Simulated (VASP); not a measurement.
Runs of VASP 6.6.1 on BaTiO3. The structure is that of space group Pm-3m (No. 221), or close to it. The cells are those of the table. 

```tsv
cell	gap on the mesh (eV)	pressure (GPa)
relaxed from a = 3.983, b = 4.057, c = 4.057 Å, angles 89.7, 90.0, 90.0°, 5 atoms	2.12	0.0
relaxed to 12 GPa from a = 3.911, b = 3.929, c = 3.929 Å, angles 89.9, 90.0, 90.0°, 5 atoms	2.28	12.0
relaxed to 4 GPa from a = 3.966, b = 4.017, c = 4.017 Å, angles 89.8, 90.0, 90.0°, 5 atoms	2.18	4.0
relaxed to 50 GPa from a = 3.770 Å, 5 atoms	(a)	49.9
```

Alike in all rows: task relaxation of cell and atoms; level PBE+U; potentials or basis VASP PAW PBE potentials, release 64 (Ba_sv, Ti_sv, O); no spin polarisation; Ti d U = 4.0 eV; k mesh 6 × 6 × 6; cutoff (eV) 600; smearing gaussian 0.02 eV.

Question: Fill in the values left out.

Answer: (a) 2.56.

Caveats: spin-orbit coupling is left out, which moves the levels of the heavy elements; the cell is relaxed towards a set pressure, so the enthalpy falls and the energy may rise (some runs).

A k mesh can miss the band edges, and the runs leave out spin-orbit coupling on Ba.
